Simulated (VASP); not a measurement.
The system is Mg2B3.

```
Mg B
1.0
     3.91307    0.00000    0.00000
    -1.95653    3.38882    0.00000
     0.00000    0.00000    5.31162
Mg B
2 3
Cartesian
  0.0000 2.2592 2.6558
  1.9565 1.1296 2.6558
  0.0000 0.0000 3.7437
  0.0000 0.0000 1.5679
  0.0000 0.0000 0.0000
```

- Program: VASP 6.6.1
- Task: relaxation of cell and atoms
- Functional: PBE
- Potentials or basis: VASP PAW PBE potentials, release 64 (Mg, B)
- Cutoff: 600 eV
- k mesh: 6 × 6 × 4
- Occupations: gaussian, width 0.1 eV
- Spin: no spin polarisation

At the start: pressure 6.2 GPa; volume 14.09 Å³/atom.

Where does the relaxation end?

Over 15 steps the energy falls by 531.9 meV/atom and the volume is 16.82 Å³/atom (+19.4 %); space group P6/mmm (No. 191, to 0.05 Å).

Step by step:
```csv
step,energy change (eV),largest force (eV/Å),pressure (GPa),volume (Å³)
1,0.0000,2.9830,6.20,70.44
2,-2.3781,1.8540,2.94,75.12
3,-2.2546,2.9596,9.78,76.75
4,-2.4991,1.1806,5.03,75.74
5,-2.5090,0.1737,6.91,76.16
6,-2.5150,0.4565,6.45,76.06
7,-2.5543,2.2175,-1.29,83.94
8,-2.6112,1.1414,1.80,80.37
9,-2.6062,1.3365,-1.87,86.05
10,-2.6474,0.1535,-0.13,83.00
11,-2.6578,0.1838,0.51,83.77
12,-2.6585,0.1766,0.36,83.61
13,-2.6579,0.3399,0.05,84.09
14,-2.6592,0.0418,0.22,83.81
15,-2.6594,0.0049,-0.01,84.08
```

Final structure:
```
CELL_PARAMETERS angstrom
4.54903 0.00000 0.00000
-2.27451 3.93958 0.00000
0.00000 0.00000 4.69168
ATOMIC_POSITIONS crystal
Mg 0.33333 0.66667 0.50000
Mg 0.66667 0.33333 0.50000
B 0.00000 0.00000 0.66893
B 0.00000 0.00000 0.33107
B 0.00000 0.00000 0.00000
```

Caveat: the volume moved by over 15 % at a fixed basis, so the end points are rough.
